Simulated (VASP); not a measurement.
**TaN: electric field gradients with PBE**

Crystal: TaN.

```
CELL_PARAMETERS angstrom
3.05000 0.00000 0.00000
-1.52500 2.64138 0.00000
0.00000 0.00000 4.98940
ATOMIC_POSITIONS crystal
Ta 0.33333 0.66667 0.00000
Ta 0.66667 0.33333 0.50000
N 0.33333 0.66667 0.38500
N 0.66667 0.33333 0.88500
```

This cell differs from its parent crystal: zz strain of +1 %.

* Program: VASP 6.6.1
* Task: electric field gradients
* Functional: PBE
* Potentials or basis: VASP PAW PBE potentials, release 64 (Ta_pv, N)
* Cutoff: 520 eV
* k mesh: 9 × 9 × 5
* Occupations: fermi-dirac, width 0.01 eV
* Spin: no spin polarisation
* Dipole correction: no
* Further INCAR settings: ALGO = Normal; EDIFF = 1e-08; NBANDS = 24

| Quantity | Value |
| --- | --- |
| Pressure | 133.7 GPa |
| Largest force | 2.848 eV/Å |
| Band gap on the k mesh | zero (band 16 reaches 10.26 eV, above the bottom of band 17 at 8.04 eV) |

Forces on the atoms (eV/Å):
```
Ta   0.000  0.000  2.848
Ta   0.000  0.000  2.848
N    0.000  0.000 -2.848
N    0.000  0.000 -2.848
```

Stress tensor (GPa, compression positive):
```
143.63   0.00   0.00
  0.00 143.63   0.00
  0.00   0.00 113.90
```

Levels at points of the mesh, in eV from the Fermi level:
```
           k point  band 14  band 15  band 16  band 17  band 18  band 19
(0.00, 0.00, 0.00)    -7.67    -0.79    -0.79    -0.42     2.13     2.60
```

Electric field gradients, principal values (V/Å²):
```csv
atom,least,middle,greatest (by size)
1 Ta,-67.712,-67.713,135.424
2 Ta,-67.712,-67.713,135.424
3 N,-5.382,-5.384,10.766
4 N,-5.382,-5.384,10.766
```

Run time: 54 s on 1 thread of Intel Xeon 8259CL, with other jobs on the host, peak memory 0.18 GiB.

Caveat: the cell differs from its parent crystal (zz strain of +1 %); without QUAD_EFG the Cq values of the log hold for a quadrupole moment of 1 mb, not for the nuclei; spin-orbit coupling is left out, which moves the levels of the heavy elements; forces of over 1 eV/Å act on the atoms, so gaps and moduli don't describe the material at rest.
